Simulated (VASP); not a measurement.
# TePb (Fm-3m) in VASP: further runs

Runs on TePb. Level: PBE. Tasks: electric field gradients.

Program: VASP 6.6.1. These are calculated values, not measurements. Logs are shortened: lines on timing, memory, paths and dates and some standing lists are left out, and cuts for length are marked.

### Step 1. The cell of the first run

The structure is cubic, space group Fm-3m (No. 225). Conventional cell: a = 6.454 Å, b = 6.454 Å, c = 6.454 Å, α = 90.00°, β = 90.00°, γ = 90.00°. Within 4.2 Å of Te (site symmetry m-3m) lie 6 Pb at 3.23 Å. Within 4.2 Å of Pb (site symmetry m-3m) lie 6 Te at 3.23 Å.

### Step 2. Electric field gradients, PBE, non-collinear spin, zero start, spin-orbit coupling

The input, INCAR:

```
SYSTEM = TePb
PREC = Accurate ; ENCUT = 520
EDIFF = 1E-8 ; ISMEAR = -1
SIGMA = 0.03 ; LREAL = .False.
LASPH = .True. ; NELM = 150
ALGO = Normal ; ISIF = 2
LWAVE = .False. ; LCHARG = .False.
LNONCOLLINEAR = .True. ; MAGMOM = 0 0 0 0 0 0
LORBIT = 11 ; LSORBIT = .True.
GGA_COMPAT = .False. ; LORBMOM = .True.
GGA = PE ; LEFG = .True.
NBANDS = 32
```

The input, KPOINTS:

```
regular mesh
0
Gamma
  10 10 10
  0 0 0
```

The input, POSCAR:

```
TePb
1.0
    0.0000000000      3.2270000000      3.2270000000
    3.2270000000      0.0000000000      3.2270000000
    3.2270000000      3.2270000000      0.0000000000
Te Pb
1 1
Direct
    0.5000000000      0.5000000000      0.5000000000
    0.0000000000      0.0000000000      0.0000000000
```

Potentials or basis: VASP PAW PBE potentials, release 64 (Te, Pb_d).

Command:

```
$ cat potpaw_PBE.64/Te/POTCAR potpaw_PBE.64/Pb_d/POTCAR > POTCAR
$ mpirun -np 1 vasp_ncl > vasp.out
```

OUTCAR:

```text
SYSTEM = TePb
   PREC = Accurate
   ENCUT = 520
   EDIFF = 1E-8
   ISMEAR = -1
   LREAL = .False.
   LASPH = .True.
   NELM = 150
   ISIF = 2
   LNONCOLLINEAR = .True.
   LORBIT = 11
   LSORBIT = .True.
   GGA = PE

 ion  position               nearest neighbor table
   1  0.500  0.500  0.500-   2 3.23   2 3.23   2 3.23   2 3.23   2 3.23   2 3.23
   2  0.000  0.000  0.000-   1 3.23   1 3.23   1 3.23   1 3.23   1 3.23   1 3.23

  LATTYP: Found a face centered cubic cell.
 ALAT       =     6.4540000000

  Lattice vectors:

 A1 = (   0.0000000000,   3.2270000000,   3.2270000000)
 A2 = (   3.2270000000,   0.0000000000,   3.2270000000)
 A3 = (   3.2270000000,   3.2270000000,   0.0000000000)

Analysis of symmetry for initial positions (statically):
=====================================================================
 Subroutine PRICEL returns:
 Original cell was already a primitive cell.

 Routine SETGRP: Setting up the symmetry group for a
 face centered cubic supercell.

 Subroutine GETGRP returns: Found 48 space group operations
 (whereof 48 operations were pure point group operations)
 out of a pool of 48 trial point group operations.

The static configuration has the point symmetry O_h .

Analysis of symmetry for dynamics (positions and initial velocities):
=====================================================================
 Subroutine PRICEL returns:
 Original cell was already a primitive cell.

 Routine SETGRP: Setting up the symmetry group for a
 face centered cubic supercell.

 Subroutine GETGRP returns: Found 48 space group operations
 (whereof 48 operations were pure point group operations)
 out of a pool of 48 trial point group operations.

The dynamic configuration has the point symmetry O_h .

Analysis of structural, dynamic, and magnetic symmetry:
=====================================================================
 Subroutine PRICEL returns:
 Original cell was already a primitive cell.

 Routine SETGRP: Setting up the symmetry group for a
 face centered cubic supercell.

 Subroutine GETGRP returns: Found 48 space group operations
 (whereof 48 operations were pure point group operations)
 out of a pool of 48 trial point group operations.

The overall configuration has the point symmetry O_h .

 Subroutine INISYM returns: Found 48 space group operations
 (whereof 48 operations are pure point group operations),
 and found     1 'primitive' translations

[... 1049 lines left out ...]
 ion       Cq(MHz)       eta       Q (mb)
----------------------------------------------------------------------
   1      -0.000       0.000       1.000
   2       0.000       0.000       1.000
----------------------------------------------------------------------

 orbital moment (x)

 # of ion     p       d       tot
 ----------------------------------------
  1        -0.000  -0.000  -0.000
  2         0.000  -0.000   0.000
 ----------------------------------------
           -0.000  -0.000  -0.000

 orbital moment (y)

 # of ion     p       d       tot
 ----------------------------------------
  1         0.000   0.000   0.000
  2         0.000   0.000   0.000
 ----------------------------------------
            0.000   0.000   0.000

 orbital moment (z)

 # of ion     p       d       tot
 ----------------------------------------
  1         0.000   0.000   0.000
  2         0.000   0.000   0.000
 ----------------------------------------
            0.000   0.000   0.000

 Spin-Orbit-Coupling matrix elements

 Ion:    1  E_soc:     -0.2165120
 l=   1
     0.0000000    -0.0361275    -0.0361275
    -0.0361275     0.0000000    -0.0361275
    -0.0361275    -0.0361275     0.0000000
 l=   2
     0.0000000    -0.0000104     0.0000000    -0.0000104     0.0000525
    -0.0000104     0.0000000     0.0000394    -0.0000104     0.0000131
     0.0000000     0.0000394     0.0000000     0.0000394     0.0000000
    -0.0000104    -0.0000104     0.0000394     0.0000000     0.0000131
     0.0000525     0.0000131     0.0000000     0.0000131     0.0000000
 l=   3
     0.0000000     0.0000000     0.0000000     0.0000000     0.0000000     0.0000000     0.0000000
     0.0000000     0.0000000     0.0000000     0.0000000     0.0000000     0.0000000     0.0000000
     0.0000000     0.0000000     0.0000000     0.0000000     0.0000000     0.0000000     0.0000000
     0.0000000     0.0000000     0.0000000     0.0000000     0.0000000     0.0000000     0.0000000
     0.0000000     0.0000000     0.0000000     0.0000000     0.0000000     0.0000000     0.0000000
     0.0000000     0.0000000     0.0000000     0.0000000     0.0000000     0.0000000     0.0000000
     0.0000000     0.0000000     0.0000000     0.0000000     0.0000000     0.0000000     0.0000000

 Ion:    2  E_soc:     -0.9034181
 l=   1
     0.0000000    -0.0832209    -0.0832209
    -0.0832209     0.0000000    -0.0832209
    -0.0832209    -0.0832209     0.0000000
 l=   2
     0.0000000    -0.0134733     0.0000000    -0.0134733    -0.0538755
    -0.0134733     0.0000000    -0.0404067    -0.0134733    -0.0134689
     0.0000000    -0.0404067     0.0000000    -0.0404067     0.0000000
    -0.0134733    -0.0134733    -0.0404067     0.0000000    -0.0134689
    -0.0538755    -0.0134689     0.0000000    -0.0134689     0.0000000
 l=   3
     0.0000000     0.0000000     0.0000000     0.0000000     0.0000000     0.0000000     0.0000000
     0.0000000     0.0000000     0.0000000     0.0000000     0.0000000     0.0000000     0.0000000
     0.0000000     0.0000000     0.0000000     0.0000000     0.0000000     0.0000000     0.0000000
     0.0000000     0.0000000     0.0000000     0.0000000     0.0000000     0.0000000     0.0000000
     0.0000000     0.0000000     0.0000000     0.0000000     0.0000000     0.0000000     0.0000000
     0.0000000     0.0000000     0.0000000     0.0000000     0.0000000     0.0000000     0.0000000
     0.0000000     0.0000000     0.0000000     0.0000000     0.0000000     0.0000000     0.0000000

 total charge

# of ion       s       p       d       tot
------------------------------------------
    1        1.378   1.990   0.019   3.388
    2        1.450   0.609   9.834  11.893
--------------------------------------------------
tot          2.828   2.600   9.853  15.281

 magnetization (x)

# of ion       s       p       d       tot
------------------------------------------
    1       -0.000   0.000   0.000  -0.000
    2        0.000   0.000  -0.000   0.000
--------------------------------------------------
tot          0.000   0.000  -0.000   0.000

 magnetization (y)

# of ion       s       p       d       tot
------------------------------------------
    1       -0.000   0.000   0.000  -0.000
    2        0.000  -0.000   0.000  -0.000
--------------------------------------------------
tot         -0.000   0.000   0.000  -0.000

 magnetization (z)

# of ion       s       p       d       tot
------------------------------------------
    1       -0.000   0.000   0.000  -0.000
    2        0.000   0.000   0.000   0.000
--------------------------------------------------
tot         -0.000   0.000   0.000  -0.000
```

Run time: 5.9 min. Hardware: 1 thread of AMD EPYC 7R43 (Zen 3), shared host; peak memory 0.42 GiB.

Results:

* Free energy: -8.0317 eV
* Pressure: 2.2 GPa
* Net moment: 0.00 μB per cell
* Valence electrons inside the program's atomic spheres: Te 3.39; Pb 11.89

Moments on the atoms (μB; x, y, z):
```
Te  0.00 0.00 0.00
Pb  0.00 0.00 0.00
```

Caveat: without QUAD_EFG the Cq values of the log hold for a quadrupole moment of 1 mb, not for the nuclei.

### Step 3. Electric field gradients, PBE (volume scaled by 0.95)

The input, INCAR:

```
SYSTEM = TePb
  PREC = Accurate
  ENCUT = 520
  EDIFF = 1E-8
  ISMEAR = -1
  SIGMA = 0.03
  LREAL = .False.
  LASPH = .True.
  NELM = 80
  ALGO = Normal
  ISIF = 2
  LWAVE = .False.
  LCHARG = .False.
  GGA = PE
  LEFG = .True.
  NBANDS = 17
```

The input, KPOINTS:

```
Automatic mesh
0
Gamma
  10 10 10
  0 0 0
```

The input, POSCAR:

```
TePb
1.0
    0.0000000000      3.1722945164      3.1722945164
    3.1722945164      0.0000000000      3.1722945164
    3.1722945164      3.1722945164      0.0000000000
Te Pb
1 1
Direct
    0.5000000000      0.5000000000      0.5000000000
    0.0000000000      0.0000000000      0.0000000000
```

Potentials or basis: VASP PAW PBE potentials, release 64 (Te, Pb_d).

Command:

```
$ cat potpaw_PBE.64/Te/POTCAR potpaw_PBE.64/Pb_d/POTCAR > POTCAR
$ mpirun -np 1 vasp_std > vasp.out
```

OUTCAR:

```text
SYSTEM = TePb
   PREC = Accurate
   ENCUT = 520
   EDIFF = 1E-8
   ISMEAR = -1
   LREAL = .False.
   LASPH = .True.
   NELM = 80
   ISIF = 2
   GGA = PE

 ion  position               nearest neighbor table
   1  0.500  0.500  0.500-   2 3.17   2 3.17   2 3.17   2 3.17   2 3.17   2 3.17
   2  0.000  0.000  0.000-   1 3.17   1 3.17   1 3.17   1 3.17   1 3.17   1 3.17

  LATTYP: Found a face centered cubic cell.
 ALAT       =     6.3445890328

  Lattice vectors:

 A1 = (   0.0000000000,   3.1722945164,   3.1722945164)
 A2 = (   3.1722945164,   0.0000000000,   3.1722945164)
 A3 = (   3.1722945164,   3.1722945164,   0.0000000000)

Analysis of symmetry for initial positions (statically):
=====================================================================
 Subroutine PRICEL returns:
 Original cell was already a primitive cell.

 Routine SETGRP: Setting up the symmetry group for a
 face centered cubic supercell.

 Subroutine GETGRP returns: Found 48 space group operations
 (whereof 48 operations were pure point group operations)
 out of a pool of 48 trial point group operations.

The static configuration has the point symmetry O_h .

Analysis of symmetry for dynamics (positions and initial velocities):
=====================================================================
 Subroutine PRICEL returns:
 Original cell was already a primitive cell.

 Routine SETGRP: Setting up the symmetry group for a
 face centered cubic supercell.

 Subroutine GETGRP returns: Found 48 space group operations
 (whereof 48 operations were pure point group operations)
 out of a pool of 48 trial point group operations.

[... 159 lines left out ...]
      3     -10.4507      2.00000
      4     -10.4507      2.00000
      5     -10.4507      2.00000
      6      -6.1364      2.00000
[... 457 lines left out ...]
      4     -10.4264      2.00000
      5     -10.4251      2.00000
      6      -4.7447      2.00000
[... 9 lines left out ...]
     16      16.0700      0.00000
     17      16.5644      0.00000

 [... further k-points ...]

------------------------ aborting loop because EDIFF is reached ----------------------------------------

  FORCE on cell =-STRESS in cart. coord.  units (eV):
  Direction    XX          YY          ZZ          XY          YZ          ZX
  --------------------------------------------------------------------------------------
  -------------------------------------------------------------------------------------
  Total        2.0127802      2.0127802      2.0127802      0.0000000      0.0000000      0.0000000
  in kB       50.5075662     50.5075662     50.5075662      0.0000000      0.0000000      0.0000000
  external PRESSURE =      50.5075662 kB  Pullay stress =       0.0000000 kB

 VOLUME and BASIS-vectors are now :
 -----------------------------------------------------------------------------
  energy-cutoff  :      520.00
  volume of cell :       63.85
      direct lattice vectors                 reciprocal lattice vectors
     0.000000000  3.172294516  3.172294516    -0.157614622  0.157614622  0.157614622
     3.172294516  0.000000000  3.172294516     0.157614622 -0.157614622  0.157614622
     3.172294516  3.172294516  0.000000000     0.157614622  0.157614622 -0.157614622

 POSITION                                       TOTAL-FORCE (eV/Angst)
 -----------------------------------------------------------------------------------
      3.17229      3.17229      3.17229         0.000000      0.000000      0.000000
      0.00000      0.00000      0.00000         0.000000      0.000000      0.000000
 -----------------------------------------------------------------------------------
    total drift:                               -0.000000      0.000000      0.000000

  FREE ENERGIE OF THE ION-ELECTRON SYSTEM (eV)
  ---------------------------------------------------
  free  energy   TOTEN  =        -7.4217160454 eV

  energy  without entropy=       -7.4217158302  energy(sigma->0) =       -7.42171594

 Electric field gradients (V/A^2)
---------------------------------------------------------------------
 ion       V_xx      V_yy      V_zz      V_xy      V_xz      V_yz
---------------------------------------------------------------------
   1       0.000    -0.000     0.000     0.000     0.000     0.000
   2      -0.000     0.000     0.000     0.001     0.001     0.001
---------------------------------------------------------------------

 Electric field gradients after diagonalization (V/A^2)
 (convention: |V_zz| > |V_xx| > |V_yy|)
----------------------------------------------------------------------
 ion       V_xx      V_yy      V_zz     asymmetry (V_yy - V_xx)/ V_zz
----------------------------------------------------------------------
   1      -0.000    -0.000     0.000       0.000
   2      -0.001    -0.001     0.002       0.000
----------------------------------------------------------------------

           NMR quadrupolar parameters

 Cq : quadrupolar parameter    Cq=e*Q*V_zz/h
 eta: asymmetry parameters     (V_yy - V_xx)/ V_zz
 Q  : nuclear electric quadrupole moment in mb (millibarn)
----------------------------------------------------------------------
 ion       Cq(MHz)       eta       Q (mb)
----------------------------------------------------------------------
   1       0.000       0.000       1.000
   2       0.000       0.000       1.000
----------------------------------------------------------------------
```

OSZICAR:

```text
N       E                     dE             d eps       ncg     rms          rms(c)
DAV:   1     0.151101909461E+03    0.15110E+03   -0.91564E+03  1622   0.114E+03
DAV:   2     0.255294872119E+01   -0.14855E+03   -0.14461E+03  1688   0.301E+02
DAV:   3    -0.726399658391E+01   -0.98169E+01   -0.97689E+01  2085   0.824E+01
DAV:   4    -0.751269617148E+01   -0.24870E+00   -0.24859E+00  2058   0.147E+01
DAV:   5    -0.752166791012E+01   -0.89717E-02   -0.89715E-02  2245   0.243E+00    0.379E+00
DAV:   6    -0.742334981486E+01    0.98318E-01   -0.20733E-01  2352   0.341E+00    0.236E+00
DAV:   7    -0.742040246923E+01    0.29473E-02   -0.75829E-02  2015   0.140E+00    0.917E-01
DAV:   8    -0.742168037542E+01   -0.12779E-02   -0.87273E-03  2035   0.943E-01    0.155E-01
DAV:   9    -0.742169028167E+01   -0.99063E-05   -0.79996E-04  2407   0.326E-01    0.544E-02
DAV:  10    -0.742171029318E+01   -0.20012E-04   -0.11113E-04  1923   0.859E-02    0.190E-02
DAV:  11    -0.742171676988E+01   -0.64767E-05   -0.34375E-05  2069   0.491E-02    0.204E-02
DAV:  12    -0.742171650644E+01    0.26344E-06   -0.20763E-06  1837   0.779E-03    0.134E-02
DAV:  13    -0.742171582440E+01    0.68204E-06   -0.75581E-07  2077   0.607E-03    0.485E-03
DAV:  14    -0.742171595405E+01   -0.12965E-06   -0.37721E-07  2360   0.559E-03    0.119E-03
DAV:  15    -0.742171599309E+01   -0.39045E-07   -0.28905E-08  1717   0.935E-04    0.132E-03
DAV:  16    -0.742171604361E+01   -0.50514E-07   -0.33724E-09   970   0.504E-04    0.101E-04
DAV:  17    -0.742171604545E+01   -0.18406E-08   -0.83275E-10   913   0.219E-04
   1 F= -.74217160E+01 E0= -.74217159E+01  d E =-.215213E-06
```

stdout:

```text
POSCAR found type information on POSCAR TePb
 POSCAR found :  2 types and       2 ions
 scaLAPACK will be used
 LDA part: xc-table for (Slater+PW92), standard interpolation
 POSCAR, INCAR and KPOINTS ok, starting setup
 FFT: planning ... GRIDC
 FFT: planning ... GRID_SOFT
 FFT: planning ... GRID
 WAVECAR not read
 entering main loop
ion   1

ion   2
```

Wall time 43 s (1 thread of Intel Xeon Platinum 8488C (Sapphire Rapids), shared host); peak memory 0.23 GiB.

Results:

| Quantity | Value |
| --- | --- |
| Free energy | -7.4217 eV |
| Pressure | 5.1 GPa |
| Band gap on the k mesh | 0.61 eV, direct |

Caveat: without QUAD_EFG the Cq values of the log hold for a quadrupole moment of 1 mb, not for the nuclei; spin-orbit coupling is left out, which moves the levels of the heavy elements.

[end of part 1 of 2]
